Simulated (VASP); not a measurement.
Set up this calculation in VASP 6.6.1, as the native input.

```
Task                   : relaxation of the atoms
Functional             : PBE
Dispersion             : D3(BJ)
Potentials or basis    : VASP PAW PBE potentials, release 64 (C, O, H)
Cutoff                 : 520 eV
k mesh                 : 1 × 1 × 1
Occupations            : fermi-dirac, width 0.02 eV
Spin                   : no spin polarisation
Dipole correction      : no
Further INCAR settings : LREAL = Auto; ALGO = Normal; EDIFF = 1e-07; IBRION = 2; EDIFFG = -0.3; NSW = 35
```

The structure of H6C2O lies in POSCAR:

```
H6C2O
1.0
    7.2936330000      0.0000000000      0.0000000000
    0.0000000000      7.2936330000      0.0000000000
    0.0000000000      0.0000000000      7.2936330000
C O H
8 4 24
Direct
    0.3399489000      0.3340984000      0.6126905000
    0.3027796000      0.4833754000      0.7516369000
    0.9846841000      0.8172648000      1.0912826000
    0.8850845000      0.8163501000      0.9094850000
    0.8168629000      0.5492599000      0.3981237000
    0.8292834000      0.3502276000      0.3415268000
    0.3238777000      0.8920964000      0.3752779000
    0.4441913000      0.8876913000      0.2065280000
    0.1892010000      0.6164683000      0.6641352000
    0.7366658000      0.9429039000      0.9245314000
    0.6463790000      0.2814028000      0.3326099000
    0.3828469000      0.7384018000      0.0959844000
    0.1645965000      0.7130098000      0.7525078000
    0.2344292000      0.4255645000      0.8728893000
    0.4324370000      0.5450020000      0.7975403000
    0.4268938000      0.2272331000      0.6717764000
    0.2110886000      0.2723091000      0.5681586000
    0.4088615000      0.3916049000      0.4928990000
    0.6718324000      0.9432088000      0.8082046000
    0.9790248000      0.8564078000      0.7986401000
    0.8347400000      0.6776895000      0.8785872000
    1.1007040000      0.7223821000      1.0885635000
    1.0355595000      0.9548367000      1.1211434000
    0.8914458000      0.7763304000      1.2009957000
    0.6530464000      0.1534478000      0.2962996000
    0.8978552000      0.3384729000      0.2078267000
    0.9111615000      0.2728198000      0.4416268000
    0.9534711000      0.6102634000      0.4074792000
    0.7364722000      0.6261006000      0.2979298000
    0.7497627000      0.5605255000      0.5314526000
    0.4594702000      0.7345297000     -0.0128698000
    0.4334653000      1.0180955000      0.1317237000
    0.5884943000      0.8696796000      0.2461291000
    0.3642215000      1.0042835000      0.4661468000
    0.1807815000      0.9111503000      0.3357002000
    0.3356266000      0.7629103000      0.4499699000
```

These files were run (other wordings do the same):

INCAR

```
  PREC = Accurate
  ENCUT = 520
  EDIFF = 1E-7
  ISMEAR = -1
  SIGMA = 0.02
  LREAL = Auto
  LASPH = T
  NELM = 60
  ALGO = Normal
  ISIF = 2
  LWAVE = F
  LCHARG = F
  GGA = PE
  IVDW = 12
  IBRION = 2
  NSW = 35
  EDIFFG = -0.3
```

KPOINTS

```
regular mesh
0
Gamma
  1 1 1
```

Potentials or basis: VASP PAW PBE potentials, release 64 (C, O, H).

Run with:

```console
$ cat potpaw_PBE.64/C/POTCAR potpaw_PBE.64/O/POTCAR potpaw_PBE.64/H/POTCAR > POTCAR
$ mpirun -np 1 vasp_gam > vasp.out
```

Results of the run:

```json
{
 "Energy gained by relaxing": "4.2 meV/atom",
 "Ionic steps": "8",
 "Pressure after relaxing": "0.7 GPa",
 "Largest force after relaxing": "0.275 eV/Å",
 "Band gap on the k mesh": "4.49 eV",
 "Dispersion energy per atom": "-0.037 eV"
}
```

Caveat: the k points lie up to 0.86 Å⁻¹ apart; the relaxation stopped at a loose force limit of 0.3 eV/Å, so its end isn't a converged minimum.

Wall time 3.1 min on 1 thread of Intel(R) Xeon(R) Platinum 8488C (Sapphire Rapids) (shared host), peak memory 0.41 GiB.
